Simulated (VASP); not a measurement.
A run of VASP 6.6.1 is set up as follows.

Contents of INCAR:

```
ALGO = Normal ; EDIFF = 1E-7
EDIFFG = -0.08 ; ENCUT = 500
GGA = PE ; GGA_COMPAT = False
IBRION = 2 ; ISIF = 3
ISMEAR = 0 ; ISPIN = 2
LASPH = True ; LCHARG = False
LMAXMIX = 4 ; LORBIT = 11
LREAL = False ; LWAVE = False
MAGMOM = 0 1 1 0 0 0 0 ; NELM = 200
NELMIN = 4 ; NSW = 36
PREC = Accurate ; SIGMA = 0.15
```

The input KPOINTS:

```
k-points
0
Gamma
  3 3 3
```

The input POSCAR:

```
HfTi2S4
1.0
    5.1400000000      0.0000000000      0.0000000000
    0.0000000000      5.1400000000      0.0000000000
    0.0000000000      0.0000000000      5.1400000000
Hf Ti S
1 2 4
Direct
    0.5000000000      0.5000000000      0.0000000000
    0.0000000000      0.5000000000      0.5000000000
    0.5000000000      0.0000000000      0.5000000000
    0.5000000000      0.5000000000      0.5000000000
    0.0000000000      0.5000000000      0.0000000000
    0.5000000000      0.0000000000      0.0000000000
    0.0000000000      0.0000000000      0.5000000000
```

Potentials or basis: VASP PAW PBE potentials, release 64 (Hf_pv, Ti_sv, S).

The run is started by

```sh
$ cat potpaw_PBE.64/Hf_pv/POTCAR potpaw_PBE.64/Ti_sv/POTCAR potpaw_PBE.64/S/POTCAR > POTCAR
$ mpirun -np 1 vasp_std > vasp.out
```

Q: Predict the band gap on the k mesh.

A: Zero (filled and empty bands overlap).

Q: Predict the relaxed volume.

A: 17.99 Å³/atom.

Q: Predict the relaxed cell.

A: a = 5.000 Å, b = 5.000 Å, c = 5.038 Å, α = 90.00°, β = 90.00°, γ = 90.00°.

Q: What does it give for the space group after relaxing (to 0.1 Å)?

A: P4/mmm (No. 123).

Final structure:
```xyz
7
Lattice="4.9998 0.0000 0.0000 0.0000 4.9998 0.0000 0.0000 0.0000 5.0378" Properties=species:S:1:pos:R:3 pbc="T T T"
Hf    2.4999    2.4999    0.0000
Ti    0.0000    2.4999    2.5189
Ti    2.4999    0.0000    2.5189
S     2.4999    2.4999    2.5189
S     0.0000    2.4999    0.0000
S     2.4999    0.0000    0.0000
S     0.0000    0.0000    2.5189
```

Caveat: the k points lie up to 0.42 Å⁻¹ apart in the final cell, too coarse for converged energies and pressures of a metal; spin-orbit coupling is left out, which moves the levels of the heavy elements.
